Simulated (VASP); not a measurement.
# Y (Fm-3m) in VASP: settings compared

Aim: see how the results for Y move with the level of theory and the settings. Levels: RPBE, RPBE+D3(BJ), RPBE+D4. Tasks: relaxation of cell and atoms.

Program: VASP 6.6.1. These are calculated values, not measurements. Logs are shortened: lines on timing, memory, paths and dates and some standing lists are left out, and cuts for length are marked.

## (1) The cell of the first run

It takes space group Fm-3m (No. 225, cubic). The conventional cell has a = 5.104 Å, b = 5.104 Å, c = 5.104 Å, α = 90.00°, β = 90.00°, γ = 90.00°. Within 4.7 Å of Y (site symmetry m-3m) lie 12 Y at 3.61 Å.

## (2) Relaxation of cell and atoms, RPBE

INCAR reads:

```
SYSTEM = Y
  ALGO = Normal
  EDIFF = 1E-7
  EDIFFG = -0.02
  ENCUT = 600
  GGA = RP
  IBRION = 2
  ISIF = 3
  ISMEAR = -1
  LASPH = .True.
  LCHARG = .False.
  LREAL = .False.
  LWAVE = .False.
  NELM = 60
  NSW = 80
  PREC = Accurate
  SIGMA = 0.05
```

KPOINTS reads:

```
k-points
0
Gamma
  9 9 9
  0 0 0
```

POSCAR reads:

```
Y
1.0
    0.0000000000      2.5519910612      2.5519910612
    2.5519910612      0.0000000000      2.5519910612
    2.5519910612      2.5519910612      0.0000000000
Y
1
Direct
    0.0000000000      0.0000000000      0.0000000000
```

Potentials or basis: VASP PAW PBE potentials, release 64 (Y_sv).

Started as:

```bash
> cat potpaw_PBE.64/Y_sv/POTCAR > POTCAR
> mpirun -np 1 vasp_std > vasp.out
```

OUTCAR:

```text
SYSTEM = Y
   EDIFF = 1E-7
   EDIFFG = -0.02
   ENCUT = 600
   GGA = RP
   IBRION = 2
   ISIF = 3
   ISMEAR = -1
   LASPH = .True.
   LREAL = .False.
   NELM = 60
   NSW = 80
   PREC = Accurate

 ion  position               nearest neighbor table
   1  0.000  0.000  0.000-

  LATTYP: Found a face centered cubic cell.
 ALAT       =     5.1039821224

  Lattice vectors:

 A1 = (   0.0000000000,   2.5519910612,   2.5519910612)
 A2 = (   2.5519910612,   0.0000000000,   2.5519910612)
 A3 = (   2.5519910612,   2.5519910612,   0.0000000000)

Analysis of symmetry for initial positions (statically):
=====================================================================
 Subroutine PRICEL returns:
 Original cell was already a primitive cell.

 Routine SETGRP: Setting up the symmetry group for a
 face centered cubic supercell.

 Subroutine GETGRP returns: Found 48 space group operations
 (whereof 48 operations were pure point group operations)
 out of a pool of 48 trial point group operations.

The static configuration has the point symmetry O_h .

Analysis of symmetry for dynamics (positions and initial velocities):
=====================================================================
 Subroutine PRICEL returns:
 Original cell was already a primitive cell.

 Routine SETGRP: Setting up the symmetry group for a
 face centered cubic supercell.

 Subroutine GETGRP returns: Found 48 space group operations
 (whereof 48 operations were pure point group operations)
 out of a pool of 48 trial point group operations.

The dynamic configuration has the point symmetry O_h .

 Subroutine INISYM returns: Found 48 space group operations
 (whereof 48 operations are pure point group operations),
 and found     1 'primitive' translations

----------------------------------------------------------------------------------------

                                     Primitive cell

  volume of cell :      33.2405

  direct lattice vectors                    reciprocal lattice vectors
     0.000000000  2.551991061  2.551991061    -0.195925451  0.195925451  0.195925451
     2.551991061  0.000000000  2.551991061     0.195925451 -0.195925451  0.195925451
     2.551991061  2.551991061  0.000000000     0.195925451  0.195925451 -0.195925451

  length of vectors
     3.609060370  3.609060370  3.609060370     0.339352836  0.339352836  0.339352836

  position of ions in fractional coordinates (direct lattice)
     0.000000000  0.000000000  0.000000000

  ion indices of the primitive-cell ions
   primitive index   ion index
                 1           1

----------------------------------------------------------------------------------------

 KPOINTS: k-points

Automatic generation of k-mesh.
 Grid dimensions read from file:
 generate k-points for:    9    9    9

 Generating k-lattice:

  Cartesian coordinates                     Fractional coordinates (reciprocal lattice)
    -0.021769495  0.021769495  0.021769495     0.111111111  0.000000000  0.000000000
     0.021769495 -0.021769495  0.021769495     0.000000000  0.111111111  0.000000000
     0.021769495  0.021769495 -0.021769495     0.000000000  0.000000000  0.111111111

  Length of vectors
     0.037705871  0.037705871  0.037705871

  Shift w.r.t. Gamma in fractional coordinates (k-lattice)
     0.000000000  0.000000000  0.000000000

 Subroutine IBZKPT returns following result:
 ===========================================

[... 42 lines left out ...]
   LNONCOLLINEAR =      F non collinear calculations
   LSORBIT =      F    spin-orbit coupling
   LASPH  =      T    aspherical Exc in radial PAW
   ENCUT  =  600.0 eV  44.10 Ry    6.64 a.u.   7.21  7.21  7.21*2*pi/ulx,y,z
   NELM   =     60;   NELMIN=  2; NELMDL= -5     # of ELM steps
   EDIFF  = 0.1E-06   stopping-criterion for ELM
   LREAL  =      F    real-space projection
   EDIFFG = -.2E-01   stopping-criterion for IOM
   NSW    =     80    number of steps for IOM
   IBRION =      2    ionic relax: 0-MD 1-quasi-New 2-CG
   NFREE  =      1    steps in history (QN), initial steepest desc. (CG)
   ISIF   =      3    stress and relaxation
   ISYM   =      2    0-nonsym 1-usesym 2-fastsym
   POTIM  = 0.5000    time-step for ionic-motion
   TEBEG  =    0.0;   TEEND  =   0.0 temperature during run
   PSTRESS=    0.0 pullay stress
   NELECT =      11.0000    total number of electrons
   NUPDOWN=      -1.0000    fix difference up-down
   EMIN   =  10.00;   EMAX   =-10.00  energy-range for DOS
   EFERMI =   0.00;   METHOD = LEGACY
   ISMEAR =    -1;   SIGMA  =   0.05  broadening in eV -4-tet -1-fermi 0-gaus
   EFERMI_NEDOS =   21; number of points for ismear=-14 and -15
   IALGO  =     38    algorithm
   IMIX   =      4    mixing-type and parameters
     AMIX     =   0.40;   BMIX     =  1.00
     AMIX_MAG =   1.60;   BMIX_MAG =  1.00
  volume/ion in A,a.u.               =      33.24       224.32
  Fermi-wavevector in a.u.,A,eV,Ry     =   1.132357  2.139844 17.445821  1.282232
  Thomas-Fermi vector in A             =   2.269058
   LORBIT       =      0    0 simple, 1 ext, 2 COOP (PROOUT), +10 PAW based schemes
   GGA     = RP    functional components
   LHFCALC =     F    Hartree Fock is set to
   AEXX    =    0.0000 exact exchange contribution
   IVDW    =     0    specifies the selected vdW correction
   LEPSILON=     F    determine dielectric tensor
   LRPA    =     F    only Hartree local field effects (RPA)
 conjugate gradient relaxation of ions
 non-spin polarized calculation
  energy-cutoff  :      600.00
  volume of cell :       33.24
 maximum number of plane-waves:      1125
 NGX is ok and might be reduce to    30
   NGX = 15   NGY = 15   NGZ = 15

--------------------------------------- Ionic step        1  -------------------------------------------

 number of electron      11.0000000 magnetization

 Free energy of the ion-electron system (eV)
  ---------------------------------------------------
  ext. energy  EPLUGINS =         0.00000000
  ---------------------------------------------------
  free energy    TOTEN  =        -6.08606297 eV

  energy without entropy =       -6.07239540  energy(sigma->0) =       -6.07922918

------------------------ aborting loop because EDIFF is reached ----------------------------------------

  FORCE on cell =-STRESS in cart. coord.  units (eV):
  Direction    XX          YY          ZZ          XY          YZ          ZX
  --------------------------------------------------------------------------------------
  -------------------------------------------------------------------------------------
  Total        0.1193081      0.1193081      0.1193081     -0.0000000     -0.0000000     -0.0000000
  in kB        5.7506011      5.7506011      5.7506011     -0.0000000     -0.0000000     -0.0000000
  external PRESSURE =       5.7506011 kB  Pullay stress =       0.0000000 kB

 VOLUME and BASIS-vectors are now :
 -----------------------------------------------------------------------------
  energy-cutoff  :      600.00
  volume of cell :       33.24
      direct lattice vectors                 reciprocal lattice vectors
     0.000000000  2.551991061  2.551991061    -0.195925451  0.195925451  0.195925451
     2.551991061  0.000000000  2.551991061     0.195925451 -0.195925451  0.195925451
     2.551991061  2.551991061  0.000000000     0.195925451  0.195925451 -0.195925451

 POSITION                                       TOTAL-FORCE (eV/Angst)
 -----------------------------------------------------------------------------------
      0.00000      0.00000      0.00000         0.000000      0.000000      0.000000
 -----------------------------------------------------------------------------------
    total drift:                               -0.000000     -0.000000     -0.000000

  FREE ENERGIE OF THE ION-ELECTRON SYSTEM (eV)
  ---------------------------------------------------
  free  energy   TOTEN  =        -6.0860629661 eV

  energy  without entropy=       -6.0723953963  energy(sigma->0) =       -6.07922918

--------------------------------------- Ionic step        2  -------------------------------------------

 number of electron      11.0000000 magnetization

 Free energy of the ion-electron system (eV)
  ---------------------------------------------------
  ext. energy  EPLUGINS =         0.00000000
  ---------------------------------------------------
  free energy    TOTEN  =        -6.08697901 eV

  energy without entropy =       -6.07331930  energy(sigma->0) =       -6.08014916

 E-fermi :   3.0395     XC(G=0):  -9.2222

 val. band max:        2.9769273049   @ k =  -0.4444   0.2222   0.1111
 cond. band min:       3.0599315856   @ k =  -0.3333   0.4444   0.2222
 fundamental gap:      0.0830042807
 Fermi energy:         3.0394869834

 k-point     1 :       0.0000    0.0000    0.0000
  band No.  band energies     occupation
      1     -39.8145      2.00000
      2     -19.5389      2.00000
      3     -19.5389      2.00000
      4     -19.5389      2.00000
      5      -1.6746      2.00000
      6       4.7739      0.00000
      7       4.7739      0.00000
      8       4.7739      0.00000
      9       6.6885      0.00000
[... 265 lines left out ...]
 k-point    24 :       0.4444    0.4444    0.0000
  band No.  band energies     occupation
      1     -39.7444      2.00000
      2     -19.9869      2.00000
      3     -19.7098      2.00000
      4     -19.7098      2.00000
      5       1.3424      2.00000
      6       2.2717      2.00000
      7       4.7408      0.00000
      8       8.0155      0.00000
      9       8.0719      0.00000

 [... further k-points ...]
[... 5 lines left out ...]
  --------------------------------------------------------------------------------------
  -------------------------------------------------------------------------------------
  Total       -0.0121942     -0.0121942     -0.0121942     -0.0000000     -0.0000000      0.0000000
  in kB       -0.5777200     -0.5777200     -0.5777200     -0.0000000     -0.0000000      0.0000000
  external PRESSURE =      -0.5777200 kB  Pullay stress =       0.0000000 kB

 VOLUME and BASIS-vectors are now :
 -----------------------------------------------------------------------------
  energy-cutoff  :      600.00
  volume of cell :       33.82
      direct lattice vectors                 reciprocal lattice vectors
    -0.000000000  2.566679662  2.566679662    -0.194804208  0.194804208  0.194804208
     2.566679662 -0.000000000  2.566679662     0.194804208 -0.194804208  0.194804208
     2.566679662  2.566679662 -0.000000000     0.194804208  0.194804208 -0.194804208

 POSITION                                       TOTAL-FORCE (eV/Angst)
 -----------------------------------------------------------------------------------
      0.00000      0.00000      0.00000        -0.000000     -0.000000     -0.000000
 -----------------------------------------------------------------------------------
    total drift:                               -0.000000     -0.000000     -0.000000

  FREE ENERGIE OF THE ION-ELECTRON SYSTEM (eV)
  ---------------------------------------------------
  free  energy   TOTEN  =        -6.0869790088 eV

  energy  without entropy=       -6.0733193027  energy(sigma->0) =       -6.08014916

 reached required accuracy - stopping structural energy minimisation
```

Run time: 53 s. Hardware: 1 thread of AMD EPYC 7R43 (Zen 3), shared host; peak memory 0.16 GiB.

Results:

```
Free energy                            : -6.0870 eV
Relaxed volume                         : 33.82 Å³/atom
Relaxed cell                           : a = 3.630 Å, b = 3.630 Å, c = 3.630 Å, α = 60.00°, β = 60.00°, γ = 60.00°
Space group after relaxing (to 0.05 Å) : Fm-3m (No. 225)
Energy gained by relaxing              : 0.9 meV/atom
Ionic steps                            : 2
Pressure after relaxing                : -0.1 GPa
```

Step by step:
| step | energy change (eV) | largest force (eV/Å) | pressure (GPa) | volume (Å³) |
| --- | --- | --- | --- | --- |
| 1 | 0.0000 | 0.0000 | 0.58 | 33.24 |
| 2 | -0.0009 | 0.0000 | -0.06 | 33.82 |

Final structure:
```yaml
crystal:
  lattice:
    - [0.00000, 2.56668, 2.56668]
    - [2.56668, 0.00000, 2.56668]
    - [2.56668, 2.56668, 0.00000]
  atoms:
    - { symbol: Y, position: [0.00000, 0.00000, 0.00000] }
```

Levels at points of the mesh, in eV from the Fermi level:
```tsv
k point	band 1	band 2	band 3	band 4	band 5	band 6	band 7	band 8	band 9
(0.00, 0.00, 0.00)	-42.85	-22.58	-22.58	-22.58	-4.71	1.73	1.73	1.73	3.65
```

Caveat: the PAW data sets were made with another functional, which shifts forces and pressure a little.

[end of part 1 of 2]
